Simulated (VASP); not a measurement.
# Al9O in VASP: relaxation of the atoms with PBE

Aim: the relaxation of the atoms of Al9O with PBE.

All numbers are computed with VASP 6.6.1; they aren't measurements. Logs are shortened: lines on timing, memory, paths and dates and some standing lists are left out, and cuts for length are marked.

## (1) The cell of the first run

The cell holds a slab with vacuum, 10 atoms: a = 2.854 Å, b = 9.808 Å, c = 20.290 Å, α = 90.00°, β = 90.00°, γ = 98.37°.

## (2) Relaxation of the atoms, PBE

INCAR reads:

```
SYSTEM = Al9O
PREC = Accurate
ENCUT = 520
EDIFF = 1E-6
ISMEAR = 0
SIGMA = 0.1
LREAL = .FALSE.
LASPH = .TRUE.
NELM = 60
ALGO = Normal
ISIF = 2
LWAVE = .FALSE.
LCHARG = .FALSE.
LDIPOL = .TRUE.
IDIPOL = 3
DIPOL = 0.5 0.5 0.329
GGA = PE
IBRION = 2
NSW = 50
EDIFFG = -0.025
```

KPOINTS reads:

```
Automatic mesh
0
G
  9 3 1
  0 0 0
```

POSCAR reads:

```
Al9O
1.0
    2.8543223330      0.0000000000      0.0000000000
   -1.4271611665      9.7033329366      0.0000000000
    0.0000000000      0.0000000000     20.2902708969
Al O
9 1
Selective dynamics
Direct
    0.5324485604      0.0648971207      0.1971388169  F F F
    0.6709687938      0.3419375876      0.2462255645  F F F
    0.2986728405      0.5973456810      0.2560429140  F F F
    0.9263768872      0.8527537744      0.2658602636  F F F
    0.0639738222      0.1277383808      0.3154281718  F F F
    0.1995905480      0.4042696935      0.3707822583  F F F
    0.8288544886      0.6597110299      0.3785032288  F F F
    0.4526361687      0.9111292155      0.3874342692  F F F
    0.5925232094      0.1814597089      0.4332259013  T T T
    0.8425232094      0.9314597089      0.4408239396  F F T
```

Potentials or basis: VASP PAW PBE potentials, release 64 (Al, O).

The run is started by

```sh
$ cat potpaw_PBE.64/Al/POTCAR potpaw_PBE.64/O/POTCAR > POTCAR
$ mpirun -np 1 vasp_std > vasp.out
```

OUTCAR:

```text
SYSTEM = Al9O
   PREC = Accurate
   ENCUT = 520
   EDIFF = 1E-6
   ISMEAR = 0
   LREAL = .FALSE.
   LASPH = .TRUE.
   NELM = 60
   ISIF = 2
   GGA = PE
   IBRION = 2
   NSW = 50
   EDIFFG = -0.025

 ion  position               nearest neighbor table
   1  0.532  0.065  0.197-   5 2.86   5 2.86   2 2.87   4 2.87   4 2.87
   2  0.671  0.342  0.246-   1 2.87   3 2.87   3 2.87   5 2.89   5 2.89   6 2.96   6 2.97
   3  0.299  0.597  0.256-   2 2.87   2 2.87   4 2.87   4 2.87   7 2.93   7 2.93   6 2.99
   4  0.926  0.853  0.266-   5 2.85   3 2.87   3 2.87   1 2.87   1 2.87   8 2.90   8 2.91   7 2.96

   5  0.064  0.128  0.315-   9 2.83   9 2.83   4 2.85   1 2.86   1 2.86   2 2.89   2 2.89   6 2.91
                             8 2.93   8 2.93
   6  0.200  0.404  0.371-   7 2.86   7 2.87   9 2.88   9 2.89   5 2.91   2 2.96   2 2.97   3 2.99

   7  0.829  0.660  0.379-   8 2.83   8 2.83   6 2.86   6 2.87   3 2.93   3 2.93   4 2.96
   8  0.453  0.911  0.387-  10 1.55  10 2.08   9 2.78   7 2.83   7 2.83   4 2.90   4 2.91   5 2.93
                             5 2.93
   9  0.593  0.181  0.433-  10 2.66   8 2.78   5 2.83   5 2.83   6 2.88   6 2.89
  10  0.843  0.931  0.441-   8 1.55   8 2.08   9 2.66

  LATTYP: Found a base centered orthorhombic cell.
 ALAT       =     2.8543223330
 B/A-ratio  =     6.7990449603
 C/A-ratio  =     7.1086123183

  Lattice vectors:

 A1 = (   1.4271611665,  -9.7033329366,   0.0000000000)
 A2 = (   1.4271611665,   9.7033329366,   0.0000000000)
 A3 = (   0.0000000000,   0.0000000000,  20.2902708969)

Analysis of symmetry for initial positions (statically):
=====================================================================
 Subroutine PRICEL returns:
 Original cell was already a primitive cell.

 Routine SETGRP: Setting up the symmetry group for a
 base centered orthorhombic supercell.

 Subroutine GETGRP returns: Found  1 space group operations
 (whereof  1 operations were pure point group operations)
 out of a pool of  8 trial point group operations.

The static configuration has the point symmetry C_1 .

Analysis of symmetry for dynamics (positions and initial velocities):
=====================================================================
 Subroutine PRICEL returns:
 Original cell was already a primitive cell.

 Routine SETGRP: Setting up the symmetry group for a
 base centered orthorhombic supercell.

 Subroutine GETGRP returns: Found  1 space group operations
 (whereof  1 operations were pure point group operations)
 out of a pool of  8 trial point group operations.

The dynamic configuration has the point symmetry C_1 .

Analysis of constrained symmetry for selective dynamics:
=====================================================================
 Subroutine PRICEL returns:
 Original cell was already a primitive cell.

 Routine SETGRP: Setting up the symmetry group for a
 base centered orthorhombic supercell.

 Subroutine GETGRP returns: Found  1 space group operations
 (whereof  1 operations were pure point group operations)
 out of a pool of  8 trial point group operations.

The constrained configuration has the point symmetry C_1 .

 Subroutine INISYM returns: Found  1 space group operations
 (whereof  1 operations are pure point group operations),
 and found     1 'primitive' translations

----------------------------------------------------------------------------------------

                                     Primitive cell

  volume of cell :     561.9683

  direct lattice vectors                    reciprocal lattice vectors
     2.854322333  0.000000000  0.000000000     0.350345856  0.051528686  0.000000000
    -1.427161166  9.703332937  0.000000000     0.000000000  0.103057373  0.000000000
     0.000000000  0.000000000 20.290270897     0.000000000  0.000000000  0.049284704

  length of vectors
     2.854322333  9.807724460 20.290270897     0.354114987  0.103057373  0.049284704

  position of ions in fractional coordinates (direct lattice)
     0.532448560  0.064897121  0.197138817
     0.670968794  0.341937588  0.246225565
     0.298672840  0.597345681  0.256042914
     0.926376887  0.852753774  0.265860264
     0.063973822  0.127738381  0.315428172
     0.199590548  0.404269693  0.370782258
     0.828854489  0.659711030  0.378503229
     0.452636169  0.911129215  0.387434269
     0.592523209  0.181459709  0.433225901
     0.842523209  0.931459709  0.440823940

  ion indices of the primitive-cell ions
   primitive index   ion index
                 1           1
[... 40 lines left out ...]
|     Your reciprocal lattice and k-lattice belong to different lattice       |
|     classes:                                                                |
|                                                                             |
|        The reciprocal lattice is base centered orthorhombic,                |
|        whereas your k-lattice is simple monoclinic.                         |
|                                                                             |
|     Results are often still useful ...                                      |
|                                                                             |
 -----------------------------------------------------------------------------

 WARNING: IBZKPT: internal override: KBLOWUP is changed to .FALSE.
      ... skipping the blow-up phase ...

 Subroutine IBZKPT returns following result:
 ===========================================

 Found     14 irreducible k-points:

 Following reciprocal coordinates:
            Coordinates               Weight
  0.000000  0.000000  0.000000      1.000000
  0.111111 -0.000000  0.000000      2.000000
  0.222222 -0.000000  0.000000      2.000000
  0.333333 -0.000000  0.000000      2.000000
  0.444444 -0.000000  0.000000      2.000000
  0.000000  0.333333  0.000000      2.000000
  0.111111  0.333333  0.000000      2.000000
  0.222222  0.333333  0.000000      2.000000
  0.333333  0.333333  0.000000      2.000000
  0.444444  0.333333  0.000000      2.000000
 -0.444444  0.333333  0.000000      2.000000
 -0.333333  0.333333  0.000000      2.000000
 -0.222222  0.333333  0.000000      2.000000
 -0.111111  0.333333  0.000000      2.000000
   k-points           NKPTS =     14   k-points in BZ     NKDIM =     14   number of bands    NBANDS=     22
   number of dos      NEDOS =    301   number of ions     NIONS =     10
   total plane-waves  NPLWV = 307200
   dimension x,y,z NGX =    24 NGY =   80 NGZ =  160
   dimension x,y,z NGXF=    48 NGYF=  160 NGZF=  320
   ions per type =               9   1
   NGX,Y,Z   is equivalent  to a cutoff of  13.98, 13.56, 13.11 a.u.
   NGXF,Y,Z  is equivalent  to a cutoff of  27.96, 27.12, 26.22 a.u.
 SYSTEM =  Al9O
   PREC   = accura    normal or accurate (medium, high low for compatibility)
   ISTART =      0    job   : 0-new  1-cont  2-samecut
   ICHARG =      2    charge: 1-file 2-atom 10-const
   ISPIN  =      1    spin polarized calculation?
   LNONCOLLINEAR =      F non collinear calculations
   LSORBIT =      F    spin-orbit coupling
   LASPH  =      T    aspherical Exc in radial PAW
   ENCUT  =  520.0 eV  38.22 Ry    6.18 a.u.   5.31 18.24 37.73*2*pi/ulx,y,z
   NELM   =     60;   NELMIN=  2; NELMDL= -5     # of ELM steps
   EDIFF  = 0.1E-05   stopping-criterion for ELM
   LREAL  =      F    real-space projection
   EDIFFG = -.3E-01   stopping-criterion for IOM
   NSW    =     50    number of steps for IOM
   IBRION =      2    ionic relax: 0-MD 1-quasi-New 2-CG
   NFREE  =      1    steps in history (QN), initial steepest desc. (CG)
   ISIF   =      2    stress and relaxation
   ISYM   =      2    0-nonsym 1-usesym 2-fastsym
   POTIM  = 0.5000    time-step for ionic-motion
   TEBEG  =    0.0;   TEEND  =   0.0 temperature during run
   PSTRESS=    0.0 pullay stress
   NELECT =      33.0000    total number of electrons
   NUPDOWN=      -1.0000    fix difference up-down
   EMIN   =  10.00;   EMAX   =-10.00  energy-range for DOS
   EFERMI =   0.00;   METHOD = LEGACY
   ISMEAR =     0;   SIGMA  =   0.10  broadening in eV -4-tet -1-fermi 0-gaus
   EFERMI_NEDOS =   21; number of points for ismear=-14 and -15
   IALGO  =     38    algorithm
   IMIX   =      4    mixing-type and parameters
     AMIX     =   0.40;   BMIX     =  1.00
     AMIX_MAG =   1.60;   BMIX_MAG =  1.00
  volume/ion in A,a.u.               =      56.20       379.23
  Fermi-wavevector in a.u.,A,eV,Ry     =   0.636320  1.202470  5.509041  0.404903
  Thomas-Fermi vector in A             =   1.700950
   LORBIT       =      0    0 simple, 1 ext, 2 COOP (PROOUT), +10 PAW based schemes
   GGA     = PE    functional components
   LHFCALC =     F    Hartree Fock is set to
   AEXX    =    0.0000 exact exchange contribution
   IVDW    =     0    specifies the selected vdW correction
   LEPSILON=     F    determine dielectric tensor
   LRPA    =     F    only Hartree local field effects (RPA)
 conjugate gradient relaxation of ions
 non-spin polarized calculation
 Gauss-broadening in eV      SIGMA  =   0.10
  energy-cutoff  :      520.00
  volume of cell :      561.97
 maximum number of plane-waves:     15174
 NGX is ok and might be reduce to    24
   NGX = 11   NGY = 37   NGZ = 75

--------------------------------------- Ionic step        1  -------------------------------------------

 number of electron      33.0000000 magnetization

 Free energy of the ion-electron system (eV)
  ---------------------------------------------------
  ext. energy  EPLUGINS =         0.00000000
  ---------------------------------------------------
  free energy    TOTEN  =       -37.83701499 eV

  energy without entropy =      -37.82570486  energy(sigma->0) =      -37.83135993

------------------------ aborting loop because EDIFF is reached ----------------------------------------

  FORCE on cell =-STRESS in cart. coord.  units (eV):
  Direction    XX          YY          ZZ          XY          YZ          ZX
  --------------------------------------------------------------------------------------
  -------------------------------------------------------------------------------------
  Total       -3.6130200     -2.8429774      5.5785855      2.6538125      1.3121835      6.4817462
  in kB      -10.3007571     -8.1053578     15.9046048      7.5660468      3.7410486     18.4795253
  external PRESSURE =      -0.8338367 kB  Pullay stress =       0.0000000 kB
[... 113 lines left out ...]
  FREE ENERGIE OF THE ION-ELECTRON SYSTEM (eV)
  ---------------------------------------------------
  free  energy   TOTEN  =       -38.1496199123 eV

  energy  without entropy=      -38.1395527698  energy(sigma->0) =      -38.14458634

 dipolmoment           0.000000      0.000000     -0.006561 electrons x Angstroem

 vacuum level on the upper side and lower side of the slab       (xc-potential included)         0.069        -0.104

[... ionic steps 4 to 44 ...]

--------------------------------------- Ionic step       45  -------------------------------------------

 number of electron      33.0000000 magnetization

------------------------ aborting loop because EDIFF is reached ----------------------------------------
[... 83 lines left out ...]
--------------------------------------- Ionic step       47  -------------------------------------------

 number of electron      32.9999999 magnetization

 dipolmoment           0.000000      0.000000      0.030041 electrons x Angstroem

 Free energy of the ion-electron system (eV)
  ---------------------------------------------------
  ext. energy  EPLUGINS =         0.00000000
  ---------------------------------------------------
  free energy    TOTEN  =       -38.95358448 eV

  energy without entropy =      -38.94328341  energy(sigma->0) =      -38.94843394

 E-fermi :  -0.9228     XC(G=0):  -3.8390

 val. band max:       -1.0259923362   @ k =   0.4444   0.3333   0.0000
 cond. band min:      -0.8520127012   @ k =  -0.3333   0.3333   0.0000
 fundamental gap:      0.1739796351
 Fermi energy:        -0.9227518324

 k-point     1 :       0.0000    0.0000    0.0000
  band No.  band energies     occupation
      1     -20.4163      2.00000
      2     -10.6721      2.00000
      3      -9.3078      2.00000
      4      -9.1274      2.00000
      5      -8.0794      2.00000
      6      -7.7120      2.00000
[... 339 lines left out ...]
     21       1.3330      0.00000
     22       1.6481      0.00000

------------------------ aborting loop because EDIFF is reached ----------------------------------------

 vacuum level on the upper side and lower side of the slab       (xc-potential included)        -0.033        -0.220

  FORCE on cell =-STRESS in cart. coord.  units (eV):
  Direction    XX          YY          ZZ          XY          YZ          ZX
  --------------------------------------------------------------------------------------
  -------------------------------------------------------------------------------------
  Total       -6.2555176     -5.0524823     -0.4576916      1.2176328      1.0150950      1.7323232
  in kB      -17.8345453    -14.4046792     -1.3048833      3.4714838      2.8940465      4.9388712
  external PRESSURE =     -11.1813693 kB  Pullay stress =       0.0000000 kB
[... 25 lines left out ...]
  FREE ENERGIE OF THE ION-ELECTRON SYSTEM (eV)
  ---------------------------------------------------
  free  energy   TOTEN  =       -38.9535844812 eV

  energy  without entropy=      -38.9432834064  energy(sigma->0) =      -38.94843394

 reached required accuracy - stopping structural energy minimisation

 vacuum level on the upper side and lower side of the slab         3.392         3.201
```

Wall time 84 min (1 thread of Intel Xeon 6975P-C (Granite Rapids), shared host); peak memory 0.75 GiB.

What came out:

```yaml
Free_energy: -38.9536 eV
Energy_gained_by_relaxing: 111.7 meV/atom
Ionic_steps: 47
Band_gap_on_the_k_mesh: zero (an odd number of electrons rules out a gap without spin polarisation)
```

The path:
| step | energy change (eV) | largest force on free atoms (eV/Å) | pressure (GPa) |
| --- | --- | --- | --- |
| 1 | 0.0000 | 3.9313 | -0.08 |
| 3 | -0.3126 | 0.4457 | -0.99 |
| 5 | -0.3461 | 0.3726 | -1.06 |
| 7 | -0.4542 | 0.7241 | -1.28 |
| 9 | -0.6714 | 1.8828 | -1.69 |
| 11 | -0.7379 | 1.6278 | -1.60 |
| 13 | -0.7666 | 1.6064 | -1.61 |
| 15 | -0.8211 | 1.4486 | -1.65 |
| 17 | -0.9086 | 0.6214 | -1.46 |
| 19 | -0.9217 | 0.4023 | -1.36 |
| 21 | -0.9276 | 0.3153 | -1.31 |
| 23 | -0.9331 | 0.1664 | -1.23 |
| 25 | -0.9377 | 0.1639 | -1.25 |
| 27 | -0.9485 | 0.5665 | -1.35 |
| 29 | -0.9503 | 0.5728 | -1.36 |
| 31 | -0.9579 | 0.6095 | -1.38 |
| 33 | -0.9777 | 0.8664 | -1.48 |
| 35 | -1.0334 | 0.5567 | -1.40 |
| 37 | -0.8941 | 1.2570 | -1.16 |
| 39 | -1.0930 | 0.6058 | -1.29 |
| 41 | -1.1098 | 0.1522 | -1.10 |
| 43 | -1.1142 | 0.1106 | -1.12 |
| 45 | -1.1148 | 0.1376 | -1.12 |
| 47 | -1.1166 | 0.0174 | -1.12 |

Final structure:
```
CELL_PARAMETERS angstrom
2.85432 0.00000 0.00000
-1.42716 9.70333 0.00000
0.00000 0.00000 20.29027
ATOMIC_POSITIONS crystal
Al 0.53245 0.06490 0.19714
Al 0.67097 0.34194 0.24623
Al 0.29867 0.59735 0.25604
Al 0.92638 0.85275 0.26586
Al 0.06397 0.12774 0.31543
Al 0.19959 0.40427 0.37078
Al 0.82885 0.65971 0.37850
Al 0.45264 0.91113 0.38743
Al 0.98045 0.12216 0.45915
O 0.84252 0.93146 0.45361
```

Levels at points of the mesh, in eV from the Fermi level:
```
           k point  band 12  band 13  band 14  band 15  band 16  band 17  band 18  band 19  band 20  band 21
(0.00, 0.00, 0.00)    -3.20    -3.04    -1.75    -1.47    -1.45    -0.43     0.25     1.56     2.13     2.41
```

The gap in the log of VASP goes by the Fermi energy; the results here count the filled bands.